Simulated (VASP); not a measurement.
Here is a VASP 6.6.1 calculation.

The input INCAR:

```
SYSTEM = Al2Cu
  PREC = Accurate
  ENCUT = 520
  EDIFF = 1E-6
  ISMEAR = 0
  SIGMA = 0.15
  LREAL = .FALSE.
  LASPH = .TRUE.
  NELM = 100
  ALGO = Fast
  ISIF = 2
  LWAVE = .FALSE.
  LCHARG = .FALSE.
  GGA = PS
  NBANDS = 16
```

The input KPOINTS:

```
Automatic mesh
0
G
  10 10 14
  0 0 0
```

Contents of POSCAR:

```
Al2Cu
1.0
    4.0842078946      0.0000000000      0.0000000000
    0.0000000000      4.0842078946      0.0000000000
    0.0000000000      0.0000000000      2.8458943809
Al Cu
2 1
Direct
    0.5024873978      0.0052038551      0.5000000000
   -0.0363105904      0.4777925115      0.5000000000
    0.0143612780      0.0072197178      0.0000000000
```

Potentials or basis: VASP PAW PBE potentials, release 64 (Al, Cu).

The run is started by

```bash
$ cat potpaw_PBE.64/Al/POTCAR potpaw_PBE.64/Cu/POTCAR > POTCAR
$ mpirun -np 1 vasp_std > vasp.out
```

Problem. Estimate the band gap on the k mesh.

Solution. Zero (an odd number of electrons rules out a gap without spin polarisation).

Problem. What does it give for the pressure?

Solution. 1.2 GPa.

Problem. What does it give for the largest force?

Solution. 1.198 eV/Å.

Forces on the atoms (eV/Å):
```
Al  -0.052 -0.301  0.000
Al   0.345  1.148  0.000
Cu  -0.293 -0.846  0.000
```

Caveat: the cell differs from its parent crystal (atoms displaced along a vibrational mode); the PAW data sets were made with another functional, which shifts forces and pressure a little.
